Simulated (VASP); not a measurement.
# H3ClO: single point with PBE+D3(BJ)

H3ClO:

```xyz
25
Lattice="6.8102 0.0000 0.0000 0.0000 6.8102 0.0000 0.0000 0.0000 6.8102" Properties=species:S:1:pos:R:3 pbc="T T T"
Cl   -0.4288    3.1147    6.5934
Cl   -0.5179   -0.4513    5.3314
Cl    3.0221    3.0275    0.9232
Cl    5.2649    3.8687    3.7580
Cl    3.2958    1.6583    4.7335
H    -0.4502    4.3678    6.0231
H     0.5648   -1.2096    3.8045
H     2.2075    3.2317    0.0282
H     4.9210    4.7333    2.4353
H     4.5346    1.2416    4.3561
H     5.0055    1.3152    2.1530
H     5.7479    2.3951    2.8897
H     5.3381    6.3556    2.4006
H     5.5919    5.6509    1.0590
H     0.9963    6.0567    2.0095
H     1.3735    4.6019    2.9677
H     3.1434    6.2078    5.3752
H     3.5548    5.0359    6.2879
H     0.2072    0.7121    1.5976
H     1.4151    0.1185    0.5499
O     5.9330    1.5098    2.4226
O     5.0023    5.6369    1.7442
O     0.8778    5.3566    2.8736
O     2.8440    5.6740    6.1800
O     1.2305    0.3286    1.4997
```

```yaml
Program: VASP 6.6.1
Task: single point
Functional: PBE
Dispersion: D3(BJ)
Potentials_or_basis: VASP PAW PBE potentials, release 64 (Cl, H, O)
Cutoff: 520 eV
k_mesh: 1 × 1 × 1
Occupations: fermi-dirac, width 0.02 eV
Spin: no spin polarisation
```

- Pressure: 2.9 GPa
- Largest force: 5.606 eV/Å
- Band gap on the k mesh: 3.75 eV
- Dispersion energy per atom: -0.060 eV

Forces on the atoms (eV/Å):
```
Cl   0.371  1.160 -0.140
Cl   0.251  0.034  0.128
Cl   1.309 -0.230  2.133
Cl  -0.832  0.163 -0.469
Cl   0.981 -1.016 -0.712
H    0.073 -0.710  0.253
H   -0.526  0.731  0.097
H   -1.503  0.328 -1.514
H    0.720 -0.579  0.562
H   -1.192  0.428  0.719
H    0.317  0.247 -0.368
H    0.573  0.419  0.232
H   -0.520 -1.013 -0.800
H    2.956 -0.443 -3.983
H    1.060  1.349  0.197
H    2.284 -3.509 -0.102
H   -0.516 -0.507  1.253
H    0.398 -0.388  0.158
H    2.438  0.361 -0.076
H    0.010  0.248  0.036
O   -1.294 -1.536 -0.580
O   -2.891  2.198  4.271
O   -1.973  1.057  1.201
O   -0.081  0.945 -1.311
O   -2.411  0.265 -1.184
```

Stress tensor (GPa, compression positive):
```
 1.36  0.23 -0.02
 0.23  4.11 -1.59
-0.02 -1.59  3.13
```

Levels at points of the mesh, in eV from the valence-band top:
```tsv
k point	band 37	band 38	band 39	band 40	band 41	band 42	band 43	band 44
(0.00, 0.00, 0.00)	-0.85	-0.68	-0.53	0.00	3.75	5.61	5.93	6.27
```

It took 27 s on 1 thread of AMD EPYC 9R45 96-Core Processor (Zen 5) (shared host), peak memory 0.33 GiB.

Caveat: the k points lie up to 0.92 Å⁻¹ apart.
